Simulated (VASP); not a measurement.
Write the native input for VASP 6.6.1 that does the following.

```
Task                   : single point
Functional             : PBE
Potentials or basis    : VASP PAW PBE potentials, release 64 (In_d, P)
Cutoff                 : 520 eV
k mesh                 : 8 × 8 × 8
Occupations            : fermi-dirac, width 0.1 eV
Spin                   : no spin polarisation
Dipole correction      : no
Further INCAR settings : ALGO = Normal; EDIFF = 1e-07; NBANDS = 16
```

The structure of InP lies in POSCAR:

```
InP
1.0
    0.0000000000      2.9803552488      2.9803552488
    2.9803552488      0.0000000000      2.9803552488
    2.9803552488      2.9803552488      0.0000000000
In P
1 1
Direct
    0.0000000000      0.0000000000      0.0000000000
    0.2500000000      0.2500000000      0.2500000000
```

These files were run (other wordings do the same):

INCAR

```
SYSTEM = InP
ALGO     = Normal         ! electronic algorithm
EDIFF    = 1E-7           ! SCF threshold, eV
ENCUT    = 520            ! plane-wave cutoff, eV
GGA      = PE             ! functional
ISIF     = 2              ! what is computed and relaxed
ISMEAR   = -1             ! smearing method
LASPH    = .True.         ! aspherical terms in the spheres
LCHARG   = .False.        ! write CHGCAR
LREAL    = .False.        ! projectors in reciprocal space
LWAVE    = .False.        ! write WAVECAR
NBANDS   = 16             ! bands
NELM     = 100            ! most SCF steps
PREC     = Accurate       ! precision mode
SIGMA    = 0.1            ! smearing width, eV
```

KPOINTS

```
k-points
0
Gamma
  8 8 8
  0 0 0
```

Potentials or basis: VASP PAW PBE potentials, release 64 (In_d, P).

Command:

```sh
$ cat potpaw_PBE.64/In_d/POTCAR potpaw_PBE.64/P/POTCAR > POTCAR
$ mpirun -np 1 vasp_std > vasp.out
```

Results of the run:

```json
{"Pressure": "-0.1 GPa", "Band gap on the k mesh": "0.44 eV, direct"}
```

Caveat: spin-orbit coupling is left out, which moves the levels of the heavy elements.

Wall time 16 s on 1 thread of Intel Xeon 6975P-C, with other jobs on the host, peak memory 0.18 GiB.
